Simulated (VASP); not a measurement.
# SiC (P6_3mc) in VASP: a series of runs, part 2 of 2

VASP 6.6.1.

### Step 3. Relaxation of shape and atoms at fixed volume, PBE

Contents of INCAR:

```
SYSTEM = SiC
PREC     = Accurate       ! precision mode
ENCUT    = 600            ! plane-wave cutoff, eV
EDIFF    = 1E-7           ! SCF threshold, eV
ISMEAR   = 0              ! smearing method
SIGMA    = 0.05           ! smearing width, eV
LREAL    = .FALSE.        ! projectors in reciprocal space
LASPH    = .TRUE.         ! aspherical terms in the spheres
NELM     = 120            ! most SCF steps
ALGO     = Normal         ! electronic algorithm
ISIF     = 4              ! what is computed and relaxed
LWAVE    = .FALSE.        ! write WAVECAR
LCHARG   = .FALSE.        ! write CHGCAR
GGA      = PE             ! functional
IBRION   = 2              ! ionic algorithm
NSW      = 60             ! ionic steps
EDIFFG   = -0.01          ! ionic threshold
GGA_COMPAT= .FALSE.      
NELMIN   = 4
```

Contents of KPOINTS:

```
regular mesh
0
G
  14 14 8
  0 0 0
```

Contents of POSCAR:

```
SiC
1.0
    3.0760000000      0.0000000000      0.0000000000
   -1.5380000000      2.6638941420      0.0000000000
    0.0000000000      0.0000000000      5.0480000000
Si C
2 2
Direct
    0.3333333333      0.6666666667      0.0000000000
    0.6666666667      0.3333333333      0.5000000000
    0.3333333333      0.6666666667      0.3850000000
    0.6666666667      0.3333333333      0.8850000000
```

Potentials or basis: VASP PAW PBE potentials, release 64 (Si, C).

Launch:

```console
$ cat potpaw_PBE.64/Si/POTCAR potpaw_PBE.64/C/POTCAR > POTCAR
$ mpirun -np 1 vasp_std > vasp.out
```

Wall time 6.4 min (1 thread of Intel Xeon 8259CL, shared host); peak memory 0.22 GiB.

It converged, with:

```
Free energy               : -30.1063 eV
Energy gained by relaxing : 9.0 meV/atom
Ionic steps               : 5
Pressure after relaxing   : 3.2 GPa
Band gap on the k mesh    : 2.36 eV (least direct gap 3.97 eV)
```

Step by step:
```tsv
step	energy change (eV)	largest force (eV/Å)	pressure (GPa)	volume (Å³)
1	0.0000	0.7526	3.50	41.36
2	-0.0035	0.6851	3.47	41.36
3	-0.0332	0.0684	3.20	41.36
4	-0.0361	0.0113	3.23	41.36
5	-0.0362	0.0007	3.22	41.36
```

Final structure:
```yaml
crystal:
  lattice:
    - [3.07609, 0.00000, 0.00000]
    - [-1.53804, 2.66397, 0.00000]
    - [0.00000, 0.00000, 5.04771]
  atoms:
    - { symbol: Si, position: [0.33333, 0.66667, 0.00459] }
    - { symbol: Si, position: [0.66667, 0.33333, 0.50459] }
    - { symbol: C, position: [0.33333, 0.66667, 0.38041] }
    - { symbol: C, position: [0.66667, 0.33333, 0.88041] }
```

Levels at points of the mesh, in eV from the valence-band top:
```
           k point  band 4  band 5  band 6  band 7  band 8  band 9  band 10  band 11  band 12
(0.00, 0.00, 0.00)   -1.32   -1.32   -0.11    0.00    0.00    4.80     6.21     6.67     6.67
(0.50, 0.00, 0.00)   -6.29   -5.43   -3.32   -3.29   -1.19    2.78     4.23     6.88     7.13
(0.00, 0.00, 0.50)   -4.44   -0.71   -0.71   -0.71   -0.71    5.89     5.89     7.35     7.35
(0.50, 0.00, 0.50)   -8.26   -2.44   -2.44   -2.33   -2.33    3.29     3.29     5.26     5.26
```

A k mesh can miss the band edges. A hybrid or GW would open this gap; PBE tends to underestimate it.

### Step 4. Single point, PBE

This run uses another cell than the first one: it holds 32 atoms, not 4.

Contents of INCAR:

```
SYSTEM = SiC
PREC = Accurate ; ENCUT = 600
EDIFF = 1E-6 ; ISMEAR = 0
SIGMA = 0.01 ; LREAL = Auto
LASPH = .TRUE. ; NELM = 120
ALGO = Normal ; ISIF = 2
LWAVE = .FALSE. ; LCHARG = .TRUE.
GGA = PE ; LELF = .TRUE.
LVHAR = .TRUE. ; NBANDS = 86
GGA_COMPAT = .FALSE.
```

Contents of KPOINTS:

```
regular mesh
0
G
  4 4 2
  0 0 0
```

Contents of POSCAR:

```
SiC
1.0
    6.1523851270      0.0000000000      0.0000000000
   -3.0761925635      5.3281218139      0.0000000000
    0.0000000000      0.0000000000     10.0947360604
Si C
16 16
Direct
    0.1666666667      0.3333333333      0.0022924483
    0.3333333333      0.1666666667      0.2522924483
    0.1666666667      0.3333333333      0.5022924483
    0.3333333333      0.1666666667      0.7522924483
    0.1666666667      0.8333333333      0.0022924483
    0.3333333333      0.6666666667      0.2522924483
    0.1666666667      0.8333333333      0.5022924483
    0.3333333333      0.6666666667      0.7522924483
    0.6666666667      0.3333333333      0.0022924483
    0.8333333333      0.1666666667      0.2522924483
    0.6666666667      0.3333333333      0.5022924483
    0.8333333333      0.1666666667      0.7522924483
    0.6666666667      0.8333333333      0.0022924483
    0.8333333333      0.6666666667      0.2522924483
    0.6666666667      0.8333333333      0.5022924483
    0.8333333333      0.6666666667      0.7522924483
    0.1666666667      0.3333333333      0.1902075517
    0.3333333333      0.1666666667      0.4402075517
    0.1666666667      0.3333333333      0.6902075517
    0.3333333333      0.1666666667      0.9402075517
    0.1666666667      0.8333333333      0.1902075517
    0.3333333333      0.6666666667      0.4402075517
    0.1666666667      0.8333333333      0.6902075517
    0.3333333333      0.6666666667      0.9402075517
    0.6666666667      0.3333333333      0.1902075517
    0.8333333333      0.1666666667      0.4402075517
    0.6666666667      0.3333333333      0.6902075517
    0.8333333333      0.1666666667      0.9402075517
    0.6666666667      0.8333333333      0.1902075517
    0.8333333333      0.6666666667      0.4402075517
    0.6666666667      0.8333333333      0.6902075517
    0.8333333333      0.6666666667      0.9402075517
```

Launch:

```console
$ cat potpaw_PBE.64/Si/POTCAR potpaw_PBE.64/C/POTCAR > POTCAR
$ mpirun -np 1 vasp_std > vasp.out
```

Run time: 15 min. Hardware: 1 thread of Intel Xeon 8259CL, shared host; peak memory 0.55 GiB.

It converged, with:

```yaml
Free_energy: -240.8528 eV
Pressure: 3.2 GPa
Largest_force: 0.005 eV/Å
Band_gap_on_the_k_mesh: 2.53 eV
```

Forces in eV/Å, atoms in the order of the input:
```
Si   0.000  0.000 -0.005
Si   0.000  0.000 -0.005
Si   0.000  0.000 -0.005
Si   0.000  0.000 -0.005
Si   0.000  0.000 -0.005
Si   0.000  0.000 -0.005
Si   0.000  0.000 -0.005
Si   0.000  0.000 -0.005
Si   0.000  0.000 -0.005
Si   0.000  0.000 -0.005
Si   0.000  0.000 -0.005
Si   0.000  0.000 -0.005
Si   0.000  0.000 -0.005
Si   0.000  0.000 -0.005
Si   0.000  0.000 -0.005
Si   0.000  0.000 -0.005
C    0.000  0.000  0.005
C    0.000  0.000  0.005
C    0.000  0.000  0.005
C    0.000  0.000  0.005
C    0.000  0.000  0.005
C    0.000  0.000  0.005
C    0.000  0.000  0.005
C    0.000  0.000  0.005
C    0.000  0.000  0.005
C    0.000  0.000  0.005
C    0.000  0.000  0.005
C    0.000  0.000  0.005
C    0.000  0.000  0.005
C    0.000  0.000  0.005
C    0.000  0.000  0.005
C    0.000  0.000  0.005
```

Levels at points of the mesh, in eV from the valence-band top:
```tsv
k point	band 60	band 61	band 62	band 63	band 64	band 65	band 66	band 67	band 68	band 69
(0.00, 0.00, 0.00)	-0.71	-0.71	-0.11	0.00	0.00	2.78	2.78	2.78	3.29	3.29
(0.50, 0.00, 0.00)	-1.71	-1.02	-1.02	-0.60	-0.60	3.15	3.15	4.05	4.05	4.50
(0.00, 0.00, 0.50)	-1.15	-0.22	-0.22	-0.22	-0.22	3.10	3.10	3.10	3.10	3.10
(0.50, 0.00, 0.50)	-1.26	-0.98	-0.98	-0.98	-0.98	3.94	3.94	3.94	3.94	4.11
```

Caveat: the cell stands under pressure.

### Step 5. Single point, PBE

This run uses another cell than the first one: it holds 32 atoms, not 4.

Contents of INCAR:

```
  ALGO = Normal
  EDIFF = 1E-6
  ENCUT = 600
  GGA = PE
  GGA_COMPAT = F
  ISIF = 2
  ISMEAR = 0
  LASPH = T
  LCHARG = T
  LELF = T
  LREAL = Auto
  LVHAR = T
  LWAVE = F
  NBANDS = 86
  NELM = 120
  PREC = Accurate
  SIGMA = 0.01
```

Contents of KPOINTS:

```
k-points
0
Gamma
  4 4 2
```

POSCAR is that of step 4.

Launch:

```console
$ cat potpaw_PBE.64/Si/POTCAR potpaw_PBE.64/C/POTCAR > POTCAR
$ mpirun -np 1 vasp_std > vasp.out
```

It took 14 min on 1 thread of Intel Xeon 8259CL, shared host; peak memory 0.55 GiB.

Results (log left out):

| Property | Result |
| --- | --- |
| Free energy | -240.8528 eV |
| Pressure | 3.2 GPa |
| Largest force | 0.005 eV/Å |
| Band gap on the k mesh | 2.53 eV |

Forces in eV/Å, atoms in the order of the input:
```
Si   0.000  0.000 -0.005
Si   0.000  0.000 -0.005
Si   0.000  0.000 -0.005
Si   0.000  0.000 -0.005
Si   0.000  0.000 -0.005
Si   0.000  0.000 -0.005
Si   0.000  0.000 -0.005
Si   0.000  0.000 -0.005
Si   0.000  0.000 -0.005
Si   0.000  0.000 -0.005
Si   0.000  0.000 -0.005
Si   0.000  0.000 -0.005
Si   0.000  0.000 -0.005
Si   0.000  0.000 -0.005
Si   0.000  0.000 -0.005
Si   0.000  0.000 -0.005
C    0.000  0.000  0.005
C    0.000  0.000  0.005
C    0.000  0.000  0.005
C    0.000  0.000  0.005
C    0.000  0.000  0.005
C    0.000  0.000  0.005
C    0.000  0.000  0.005
C    0.000  0.000  0.005
C    0.000  0.000  0.005
C    0.000  0.000  0.005
C    0.000  0.000  0.005
C    0.000  0.000  0.005
C    0.000  0.000  0.005
C    0.000  0.000  0.005
C    0.000  0.000  0.005
C    0.000  0.000  0.005
```

Levels at points of the mesh, in eV from the valence-band top:
| k point | band 62 | band 63 | band 64 | band 65 | band 66 | band 67 |
| --- | --- | --- | --- | --- | --- | --- |
| (0.00, 0.00, 0.00) | -0.11 | 0.00 | 0.00 | 2.78 | 2.78 | 2.78 |
| (0.50, 0.00, 0.00) | -1.02 | -0.60 | -0.60 | 3.15 | 3.15 | 4.05 |
| (0.00, 0.00, 0.50) | -0.22 | -0.22 | -0.22 | 3.10 | 3.10 | 3.10 |
| (0.50, 0.00, 0.50) | -0.98 | -0.98 | -0.98 | 3.94 | 3.94 | 3.94 |

Caveat: the cell stands under pressure. A k mesh can miss the band edges.

### Step 6. Overview

| task | cell | k mesh | smearing | gap on the mesh (eV) | pressure (GPa) |
| --- | --- | --- | --- | --- | --- |
| single point | a = 3.076, b = 3.076, c = 5.047 Å, angles 90.0, 90.0, 120.0°, 4 atoms, atomic positions A | 14 × 14 × 8 | gaussian 0.05 eV | 2.36 | 3.2 |
| relaxation of shape and atoms at fixed volume | relaxed from a = 3.076, b = 3.076, c = 5.048 Å, angles 90.0, 90.0, 120.0°, 4 atoms, atomic positions B | 14 × 14 × 8 | gaussian 0.05 eV | 2.36 | 3.2 |
| single point | a = 6.152, b = 6.152, c = 10.095 Å, angles 90.0, 90.0, 120.0°, 32 atoms, atomic positions C | 4 × 4 × 2 | gaussian 0.01 eV | 2.53 | 3.2 |

Alike in all rows: level PBE; potentials or basis VASP PAW PBE potentials, release 64 (Si, C); no spin polarisation; cutoff (eV) 600.

Caveats: the cell stands under pressure (at least some runs).

Total energies depend on the potentials used, so only differences within one code and one set of settings carry meaning.
